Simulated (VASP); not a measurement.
# Co (Pm-3m) in VASP: further runs, part 2 of 2

VASP 6.6.1. The steps go on from the part before.

## (3) Single point, LDA, collinear spin, ferromagnetic start (10.09 Å³/atom)

Input file INCAR:

```
PREC = Accurate
ENCUT = 690
EDIFF = 1E-6
ISMEAR = -1
SIGMA = 0.05
LREAL = False
LASPH = True
NELM = 200
ALGO = Normal
ISIF = 2
LWAVE = False
LCHARG = False
ISPIN = 2
MAGMOM = 1.546
LORBIT = 11
LMAXMIX = 4
NBANDS = 18
GGA_COMPAT = False
```

Input file KPOINTS:

```
regular mesh
0
Gamma
  16 16 16
```

Input file POSCAR:

```
Co
1.0
    2.1610044980      0.0000000000      0.0000000000
    0.0000000000      2.1610044980      0.0000000000
    0.0000000000      0.0000000000      2.1610044980
Co
1
Direct
    0.0000000000      0.0000000000      0.0000000000
```

Potentials or basis: VASP PAW LDA potentials, release 64 (Co_sv).

Command:

```console
$ cat potpaw_LDA.64/Co_sv/POTCAR > POTCAR
$ mpirun -np 1 vasp_std > vasp.out
```

OUTCAR:

```text
PREC = Accurate
   ENCUT = 690
   EDIFF = 1E-6
   ISMEAR = -1
   LREAL = False
   LASPH = True
   NELM = 200
   ISIF = 2
   ISPIN = 2
   LORBIT = 11

 ion  position               nearest neighbor table
   1  0.000  0.000  0.000-

  LATTYP: Found a simple cubic cell.
 ALAT       =     2.1610044980

  Lattice vectors:

 A1 = (   2.1610044980,   0.0000000000,   0.0000000000)
 A2 = (   0.0000000000,   2.1610044980,   0.0000000000)
 A3 = (   0.0000000000,   0.0000000000,   2.1610044980)

Analysis of symmetry for initial positions (statically):
=====================================================================
 Subroutine PRICEL returns:
 Original cell was already a primitive cell.

 Routine SETGRP: Setting up the symmetry group for a
 simple cubic supercell.

 Subroutine GETGRP returns: Found 48 space group operations
 (whereof 48 operations were pure point group operations)
 out of a pool of 48 trial point group operations.

The static configuration has the point symmetry O_h .

Analysis of symmetry for dynamics (positions and initial velocities):
=====================================================================
 Subroutine PRICEL returns:
 Original cell was already a primitive cell.

 Routine SETGRP: Setting up the symmetry group for a
 simple cubic supercell.

 Subroutine GETGRP returns: Found 48 space group operations
 (whereof 48 operations were pure point group operations)
 out of a pool of 48 trial point group operations.

The dynamic configuration has the point symmetry O_h .

Analysis of structural, dynamic, and magnetic symmetry:
=====================================================================
 Subroutine PRICEL returns:
 Original cell was already a primitive cell.

 Routine SETGRP: Setting up the symmetry group for a
 simple cubic supercell.

 Subroutine GETGRP returns: Found 48 space group operations
 (whereof 48 operations were pure point group operations)
 out of a pool of 48 trial point group operations.

The overall configuration has the point symmetry O_h .

 Subroutine INISYM returns: Found 48 space group operations
 (whereof 48 operations are pure point group operations),
 and found     1 'primitive' translations

[... 130 lines left out ...]
 number of electron      17.0000003 magnetization       1.3124481

 Free energy of the ion-electron system (eV)
  ---------------------------------------------------
  ext. energy  EPLUGINS =         0.00000000
  ---------------------------------------------------
  free energy    TOTEN  =        -7.18017869 eV

  energy without entropy =       -7.16959223  energy(sigma->0) =       -7.17488546

 E-fermi :  12.9980     XC(G=0): -14.6653

 val. band max:       12.9871919259   @ k =   0.3750   0.3125   0.0000
 cond. band min:      13.0016219316   @ k =   0.2500   0.1250   0.1250
 fundamental gap:      0.0144300057
 Fermi energy:        12.9980400435

 spin component 1

 k-point     1 :       0.0000    0.0000    0.0000
  band No.  band energies     occupation
      1     -82.0205      1.00000
      2     -45.4483      1.00000
      3     -45.4483      1.00000
      4     -45.4483      1.00000
      5       3.4792      1.00000
      6       7.8952      1.00000
[... 493 lines left out ...]
     17      49.0966      0.00000
     18      50.6204      0.00000

 [... further k-points ...]

 spin component 2

 k-point     1 :       0.0000    0.0000    0.0000
  band No.  band energies     occupation
      1     -80.5587      1.00000
      2     -44.0190      1.00000
      3     -44.0190      1.00000
      4     -44.0190      1.00000
      5       3.7108      1.00000
      6       8.7954      1.00000
[... 493 lines left out ...]
     17      49.5583      0.00000
     18      50.8941      0.00000

 [... further k-points ...]

------------------------ aborting loop because EDIFF is reached ----------------------------------------

  FORCE on cell =-STRESS in cart. coord.  units (eV):
  Direction    XX          YY          ZZ          XY          YZ          ZX
  --------------------------------------------------------------------------------------
  -------------------------------------------------------------------------------------
  Total        1.9972227      1.9972227      1.9972227     -0.0000000     -0.0000000      0.0000000
  in kB      317.0808928    317.0808928    317.0808928     -0.0000000     -0.0000000      0.0000000
  external PRESSURE =     317.0808928 kB  Pullay stress =       0.0000000 kB

 VOLUME and BASIS-vectors are now :
 -----------------------------------------------------------------------------
  energy-cutoff  :      690.00
  volume of cell :       10.09
      direct lattice vectors                 reciprocal lattice vectors
     2.161004498  0.000000000  0.000000000     0.462747764  0.000000000  0.000000000
     0.000000000  2.161004498  0.000000000     0.000000000  0.462747764  0.000000000
     0.000000000  0.000000000  2.161004498     0.000000000  0.000000000  0.462747764

 POSITION                                       TOTAL-FORCE (eV/Angst)
 -----------------------------------------------------------------------------------
      0.00000      0.00000      0.00000         0.000000      0.000000      0.000000
 -----------------------------------------------------------------------------------
    total drift:                                0.000000      0.000000      0.000000

  FREE ENERGIE OF THE ION-ELECTRON SYSTEM (eV)
  ---------------------------------------------------
  free  energy   TOTEN  =        -7.1801786919 eV

  energy  without entropy=       -7.1695922340  energy(sigma->0) =       -7.17488546

 total charge

# of ion       s       p       d       tot
------------------------------------------
    1        2.300   6.131   6.857  15.289

 magnetization (x)

# of ion       s       p       d       tot
------------------------------------------
    1        0.007   0.004   1.285   1.295
```

Run time: 30 s. Hardware: 1 thread of Intel Xeon 6975P-C (Granite Rapids), shared host; peak memory 0.17 GiB.

What came out:

```
Free energy                                           : -7.1802 eV
Pressure                                              : 31.7 GPa
Net moment                                            : 1.31 μB per cell
Site moments                                          : Co +1.29 μB
Valence electrons inside the program's atomic spheres : Co 15.29
```

Levels at points of the mesh, in eV from the Fermi level:
Spin up:
| k point | band 6 | band 7 | band 8 | band 9 | band 10 | band 11 | band 12 | band 13 |
| --- | --- | --- | --- | --- | --- | --- | --- | --- |
| (0.00, 0.00, 0.00) | -5.10 | -5.10 | -0.19 | -0.19 | -0.19 | 21.96 | 21.96 | 21.96 |
| (0.50, 0.00, 0.00) | -4.43 | -1.85 | -1.85 | -1.78 | -0.04 | 5.46 | 25.58 | 29.55 |
| (0.50, 0.50, 0.00) | -3.75 | -1.51 | -1.51 | 1.12 | 5.89 | 5.89 | 12.84 | 15.25 |
| (0.50, 0.50, 0.50) | -4.82 | -4.82 | 1.21 | 1.21 | 13.73 | 14.30 | 14.30 | 14.30 |
Spin down:
```csv
k point,band 6,band 7,band 8,band 9,band 10,band 11
"(0.00, 0.00, 0.00)",-4.20,-4.20,1.31,1.31,1.31,22.28
"(0.50, 0.00, 0.00)",-3.48,-1.58,-0.49,-0.49,1.47,6.30
"(0.50, 0.50, 0.00)",-2.84,-0.10,-0.10,2.31,6.17,6.17
"(0.50, 0.50, 0.50)",-3.73,-3.73,2.40,2.40,13.75,14.70
```

Caveat: the cell stands under pressure.
